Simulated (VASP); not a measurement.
# TlCl (Pm-3m) in VASP: a series of runs

Aim: see how the results for TlCl move with the level of theory and the settings. Levels: PBE+D3(BJ), PBE+D4, r2SCAN+rVV10. Tasks: single point.

Everything below comes from runs of VASP 6.6.1. Logs are shortened: lines on timing, memory, paths and dates and some standing lists are left out, and cuts for length are marked.

## Step 1: The cell of the first run

It takes space group Pm-3m (No. 221, cubic). Conventional cell: a = 3.918 Å, b = 3.918 Å, c = 3.918 Å, α = 90.00°, β = 90.00°, γ = 90.00°. Within 4.5 Å of Tl (site symmetry m-3m) lie 8 Cl at 3.39 Å and 6 Tl at 3.92 Å. Cl (site symmetry m-3m) has 8 Tl at 3.39 Å and 6 Cl at 3.92 Å within 4.5 Å.

## Step 2: Single point, PBE+D3(BJ)

Input file INCAR:

```
PREC = Accurate ; ENCUT = 500
EDIFF = 1E-6 ; ISMEAR = -1
SIGMA = 0.02 ; LREAL = F
LASPH = T ; NELM = 120
ALGO = Normal ; ISIF = 2
LWAVE = F ; LCHARG = F
GGA = PE ; IVDW = 12
NBANDS = 17 ; GGA_COMPAT = F
```

Input file KPOINTS:

```
Automatic mesh
0
Gamma
  6 6 6
```

Input file POSCAR:

```
TlCl
1.0
    3.9177538503      0.0000000000      0.0000000000
    0.0000000000      3.9177538503      0.0000000000
    0.0000000000      0.0000000000      3.9177538503
Tl Cl
1 1
Direct
    0.0000000000      0.0000000000      0.0000000000
    0.5000000000      0.5000000000      0.5000000000
```

Potentials or basis: VASP PAW PBE potentials, release 64 (Tl_d, Cl).

Command:

```bash
> cat potpaw_PBE.64/Tl_d/POTCAR potpaw_PBE.64/Cl/POTCAR > POTCAR
> mpirun -np 1 vasp_std > vasp.out
```

OUTCAR:

```text
PREC = Accurate
   ENCUT = 500
   EDIFF = 1E-6
   ISMEAR = -1
   LREAL = F
   LASPH = T
   NELM = 120
   ISIF = 2
   GGA = PE
   IVDW = 12
 IVDW          = 12

 ion  position               nearest neighbor table
   1  0.000  0.000  0.000-   2 3.39   2 3.39   2 3.39   2 3.39   2 3.39   2 3.39   2 3.39   2 3.39

   2  0.500  0.500  0.500-   1 3.39   1 3.39   1 3.39   1 3.39   1 3.39   1 3.39   1 3.39   1 3.39

  LATTYP: Found a simple cubic cell.
 ALAT       =     3.9177538503

  Lattice vectors:

 A1 = (   3.9177538503,   0.0000000000,   0.0000000000)
 A2 = (   0.0000000000,   3.9177538503,   0.0000000000)
 A3 = (   0.0000000000,   0.0000000000,   3.9177538503)

Analysis of symmetry for initial positions (statically):
=====================================================================
 Subroutine PRICEL returns:
 Original cell was already a primitive cell.

 Routine SETGRP: Setting up the symmetry group for a
 simple cubic supercell.

 Subroutine GETGRP returns: Found 48 space group operations
 (whereof 48 operations were pure point group operations)
 out of a pool of 48 trial point group operations.

The static configuration has the point symmetry O_h .

Analysis of symmetry for dynamics (positions and initial velocities):
=====================================================================
 Subroutine PRICEL returns:
 Original cell was already a primitive cell.

 Routine SETGRP: Setting up the symmetry group for a
 simple cubic supercell.

 Subroutine GETGRP returns: Found 48 space group operations
 (whereof 48 operations were pure point group operations)
 out of a pool of 48 trial point group operations.

The dynamic configuration has the point symmetry O_h .

 Subroutine INISYM returns: Found 48 space group operations
 (whereof 48 operations are pure point group operations),
 and found     1 'primitive' translations

----------------------------------------------------------------------------------------

                                     Primitive cell

  volume of cell :      60.1328

  direct lattice vectors                    reciprocal lattice vectors
     3.917753850  0.000000000  0.000000000     0.255248297  0.000000000  0.000000000
     0.000000000  3.917753850  0.000000000     0.000000000  0.255248297  0.000000000
     0.000000000  0.000000000  3.917753850     0.000000000  0.000000000  0.255248297
[... 75 lines left out ...]
   LSORBIT =      F    spin-orbit coupling
   LASPH  =      T    aspherical Exc in radial PAW
   ENCUT  =  500.0 eV  36.75 Ry    6.06 a.u.   7.14  7.14  7.14*2*pi/ulx,y,z
   NELM   =    120;   NELMIN=  2; NELMDL= -5     # of ELM steps
   EDIFF  = 0.1E-05   stopping-criterion for ELM
   LREAL  =      F    real-space projection
   EDIFFG = 0.1E-04   stopping-criterion for IOM
   NSW    =      0    number of steps for IOM
   IBRION =     -1    ionic relax: 0-MD 1-quasi-New 2-CG
   NFREE  =      0    steps in history (QN), initial steepest desc. (CG)
   ISIF   =      2    stress and relaxation
   ISYM   =      2    0-nonsym 1-usesym 2-fastsym
   POTIM  = 0.5000    time-step for ionic-motion
   TEBEG  =    0.0;   TEEND  =   0.0 temperature during run
   PSTRESS=    0.0 pullay stress
   NELECT =      20.0000    total number of electrons
   NUPDOWN=      -1.0000    fix difference up-down
   EMIN   =  10.00;   EMAX   =-10.00  energy-range for DOS
   EFERMI =   0.00;   METHOD = LEGACY
   ISMEAR =    -1;   SIGMA  =   0.02  broadening in eV -4-tet -1-fermi 0-gaus
   EFERMI_NEDOS =   21; number of points for ismear=-14 and -15
   IALGO  =     38    algorithm
   IMIX   =      4    mixing-type and parameters
     AMIX     =   0.40;   BMIX     =  1.00
     AMIX_MAG =   1.60;   BMIX_MAG =  1.00
  volume/ion in A,a.u.               =      30.07       202.90
  Fermi-wavevector in a.u.,A,eV,Ry     =   1.134265  2.143449 17.504657  1.286556
  Thomas-Fermi vector in A             =   2.270968
   LORBIT       =      0    0 simple, 1 ext, 2 COOP (PROOUT), +10 PAW based schemes
   GGA     = PE    functional components
   LHFCALC =     F    Hartree Fock is set to
   AEXX    =    0.0000 exact exchange contribution
   IVDW    =    12    specifies the selected vdW correction
   LEPSILON=     F    determine dielectric tensor
   LRPA    =     F    only Hartree local field effects (RPA)
 non-spin polarized calculation
  energy-cutoff  :      500.00
  volume of cell :       60.13
 maximum number of plane-waves:      1568
 NGX is ok and might be reduce to    30
   NGX = 15   NGY = 15   NGZ = 15

 number of electron      19.9999992 magnetization

 Free energy of the ion-electron system (eV)
  ---------------------------------------------------
  ext. energy  EPLUGINS =         0.00000000
  ---------------------------------------------------
  free energy    TOTEN  =        -6.01466942 eV

  energy without entropy =       -6.01466942  energy(sigma->0) =       -6.01466942

 E-fermi :   2.4686     XC(G=0):  -8.8255

 val. band max:        2.0162294330   @ k =   0.5000   0.0000   0.0000
 cond. band min:       4.2511614167   @ k =   0.5000   0.0000   0.0000
 fundamental gap:      2.2349319837
 Fermi energy:         2.4685709087

 k-point     1 :       0.0000    0.0000    0.0000
  band No.  band energies     occupation
      1     -11.3802      2.00000
      2      -7.8019      2.00000
      3      -7.8019      2.00000
      4      -7.5982      2.00000
      5      -7.5982      2.00000
      6      -7.5982      2.00000
[... 377 lines left out ...]
      4      -7.7393      2.00000
      5      -7.5438      2.00000
      6      -7.5438      2.00000
[... 9 lines left out ...]
     16      14.5255      0.00000
     17      18.5517      0.00000

------------------------ aborting loop because EDIFF is reached ----------------------------------------

 Edisp (eV)   -0.53513

 E8    (eV) :    -0.2475

  FORCE on cell =-STRESS in cart. coord.  units (eV):
  Direction    XX          YY          ZZ          XY          YZ          ZX
  --------------------------------------------------------------------------------------
  -------------------------------------------------------------------------------------
  Total      -0.02833    -0.02833    -0.02833     0.00000     0.00000     0.00000
  in kB      -0.75475    -0.75475    -0.75475     0.00000     0.00000     0.00000
  external pressure =       -0.75 kB  Pullay stress =        0.00 kB

 VOLUME and BASIS-vectors are now :
 -----------------------------------------------------------------------------
  energy-cutoff  :      500.00
  volume of cell :       60.13
      direct lattice vectors                 reciprocal lattice vectors
     3.917753850  0.000000000  0.000000000     0.255248297  0.000000000  0.000000000
     0.000000000  3.917753850  0.000000000     0.000000000  0.255248297  0.000000000
     0.000000000  0.000000000  3.917753850     0.000000000  0.000000000  0.255248297

 POSITION                                       TOTAL-FORCE (eV/Angst)
 -----------------------------------------------------------------------------------
      0.00000      0.00000      0.00000         0.000000      0.000000      0.000000
      1.95888      1.95888      1.95888         0.000000      0.000000      0.000000
 -----------------------------------------------------------------------------------
    total drift:                                0.000000      0.000000     -0.000000

  FREE ENERGIE OF THE ION-ELECTRON SYSTEM (eV)
  ---------------------------------------------------
  free  energy   TOTEN  =        -6.5498000888 eV

  energy  without entropy=       -6.5498000888  energy(sigma->0) =       -6.54980009
```

OSZICAR:

```text
N       E                     dE             d eps       ncg     rms          rms(c)
DAV:   1     0.981341020241E+02    0.98134E+02   -0.95971E+03   680   0.999E+02
DAV:   2    -0.263415689101E+01   -0.10077E+03   -0.96944E+02   844   0.225E+02
DAV:   3    -0.645412540482E+01   -0.38200E+01   -0.38107E+01   826   0.390E+01
DAV:   4    -0.647955140039E+01   -0.25426E-01   -0.25422E-01   861   0.382E+00
DAV:   5    -0.647992259256E+01   -0.37119E-03   -0.37119E-03   857   0.438E-01    0.297E+00
DAV:   6    -0.604935412765E+01    0.43057E+00   -0.75412E-01   732   0.434E+00    0.192E+00
DAV:   7    -0.601651379347E+01    0.32840E-01   -0.15213E-01   781   0.171E+00    0.124E+00
DAV:   8    -0.601518935694E+01    0.13244E-02   -0.27008E-02   733   0.104E+00    0.314E-01
DAV:   9    -0.601442868789E+01    0.76067E-03   -0.25599E-03   804   0.241E-01    0.149E-01
DAV:  10    -0.601468843284E+01   -0.25974E-03   -0.88195E-04   724   0.138E-01    0.794E-02
DAV:  11    -0.601466957472E+01    0.18858E-04   -0.54487E-05   810   0.412E-02    0.220E-02
DAV:  12    -0.601466941690E+01    0.15782E-06   -0.74564E-06   766   0.151E-02
   1 F= -.65498001E+01 E0= -.65498001E+01  d E =-.197462E-11
```

Run time: 27 s. Hardware: 1 thread of Intel Xeon 8259CL, shared host; peak memory 0.18 GiB.

What came out:

```yaml
Free_energy: -6.5498 eV
Pressure: -0.1 GPa
Band_gap_on_the_k_mesh: 2.23 eV
Dispersion_energy_per_atom: -0.268 eV
```

Caveat: spin-orbit coupling is left out, which moves the levels of the heavy elements. A k mesh can miss the band edges.

## Step 3: Single point, PBE+D4

This run uses another cell than the first one, of 30.82 Å³/atom.

Input file INCAR:

```
SYSTEM = TlCl
ALGO = Normal
EDIFF = 1E-6
ENCUT = 500
GGA = PE
GGA_COMPAT = .False.
ISIF = 2
ISMEAR = -1
IVDW = 13
LASPH = .True.
LCHARG = .False.
LREAL = .False.
LWAVE = .False.
NBANDS = 17
NELM = 120
PREC = Accurate
SIGMA = 0.02
```

Input file KPOINTS:

```
k-points
0
Gamma
  6 6 6
  0 0 0
```

Input file POSCAR:

```
TlCl
1.0
    3.9502340233      0.0000000000      0.0000000000
    0.0000000000      3.9502340233      0.0000000000
    0.0000000000      0.0000000000      3.9502340233
Tl Cl
1 1
Direct
    0.0000000000      0.0000000000      0.0000000000
    0.5000000000      0.5000000000      0.5000000000
```

Potentials or basis: VASP PAW PBE potentials, release 64 (Tl_d, Cl).

Command:

```bash
> cat potpaw_PBE.64/Tl_d/POTCAR potpaw_PBE.64/Cl/POTCAR > POTCAR
> mpirun -np 1 vasp_std > vasp.out
```

Run time: 37 s. Hardware: 1 thread of Intel Xeon 8259CL, shared host; peak memory 0.18 GiB.

The run converged. Its results:

- Free energy: -6.7991 eV
- Pressure: -0.1 GPa
- Band gap on the k mesh: 2.29 eV
- Dispersion energy per atom: -0.395 eV

Levels at points of the mesh, in eV from the valence-band top:
```csv
k point,band 7,band 8,band 9,band 10,band 11,band 12,band 13,band 14
"(0.00, 0.00, 0.00)",-4.36,-1.13,-1.13,-1.13,7.48,7.48,7.48,8.04
"(0.50, 0.00, 0.00)",-4.94,-0.78,-0.78,0.00,2.29,6.53,6.53,9.10
"(0.50, 0.50, 0.00)",-3.25,-2.40,-2.40,-0.73,4.81,4.81,8.09,8.45
"(0.50, 0.50, 0.50)",-2.27,-1.59,-1.59,-1.59,2.85,2.85,2.85,12.38
```

Caveat: spin-orbit coupling is left out, which moves the levels of the heavy elements. A k mesh can miss the band edges.

## Step 4: Single point, r2SCAN+rVV10

This run uses another cell than the first one, of 27.30 Å³/atom.

Input file POSCAR:

```
TlCl
1.0
    3.7936346943      0.0000000000      0.0000000000
    0.0000000000      3.7936346943      0.0000000000
    0.0000000000      0.0000000000      3.7936346943
Tl Cl
1 1
Direct
    0.0000000000      0.0000000000      0.0000000000
    0.5000000000      0.5000000000      0.5000000000
```

Input file INCAR.step1:

```
  PREC = Accurate
  ENCUT = 550
  ISMEAR = -1
  SIGMA = 0.02
  LREAL = F
  LASPH = T
  NELM = 120
  NBANDS = 17
  GGA = PE
  ALGO = Normal
  EDIFF = 1E-5
  LWAVE = T
  LCHARG = F
  GGA_COMPAT = F
```

Input file INCAR.step2:

```
  PREC = Accurate
  ENCUT = 550
  EDIFF = 1E-6
  ISMEAR = -1
  SIGMA = 0.02
  LREAL = F
  LASPH = T
  NELM = 120
  ALGO = Normal
  ISIF = 2
  LWAVE = F
  LCHARG = T
  METAGGA = R2SCAN
  LMIXTAU = T
  LUSE_VDW = T
  IVDW_NL = 2
  BPARAM = 11.95
  CPARAM = 0.0093
  LELF = T
  LVHAR = T
  NBANDS = 17
  ISTART = 1
  GGA_COMPAT = F
```

Input file KPOINTS:

```
Automatic mesh
0
Gamma
  6 6 6
```

Command:

```bash
> cat potpaw_PBE.64/Tl_d/POTCAR potpaw_PBE.64/Cl/POTCAR > POTCAR
> cp INCAR.step1 INCAR
> mpirun -np 1 vasp_std > vasp.out
> cp INCAR.step2 INCAR
> mpirun -np 1 vasp_std > vasp.out
```

Run time: 2.2 min. Hardware: 1 thread of Intel Xeon 8259CL, shared host; peak memory 0.29 GiB.

Results (log left out):

| Item | Value |
| --- | --- |
| Free energy | -60.9731 eV |
| Pressure | 0.1 GPa |
| Band gap on the k mesh | 2.37 eV |

Levels at points of the mesh, in eV from the valence-band top:
```tsv
k point	band 8	band 9	band 10	band 11	band 12	band 13
(0.00, 0.00, 0.00)	-1.78	-1.78	-1.78	8.21	8.21	8.45
(0.50, 0.00, 0.00)	-1.32	-1.32	0.00	2.37	7.02	7.02
(0.50, 0.50, 0.00)	-3.33	-3.33	-1.28	5.29	5.29	8.98
(0.50, 0.50, 0.50)	-2.31	-2.31	-2.09	2.74	2.74	2.74
```

Caveat: the PAW data sets were made with another functional, which shifts forces and pressure a little; spin-orbit coupling is left out, which moves the levels of the heavy elements.

## Step 5: Overview

```tsv
level	cell	cutoff (eV)	gap on the mesh (eV)	pressure (GPa)
PBE+D3(BJ)	a = 3.918 Å, 2 atoms	500	2.23	-0.1
PBE+D4	a = 3.950 Å, 2 atoms	500	2.29	-0.1
r2SCAN+rVV10	a = 3.794 Å, 2 atoms	550	2.37	0.1
```

Alike in all rows: task single point; potentials or basis VASP PAW PBE potentials, release 64 (Tl_d, Cl); no spin polarisation; k mesh 6 × 6 × 6; smearing fermi-dirac 0.02 eV.

Caveats: spin-orbit coupling is left out, which moves the levels of the heavy elements; the PAW data sets were made with another functional, which shifts forces and pressure a little (at least some runs).

Absolute energies hang on the potentials; compare differences alone.
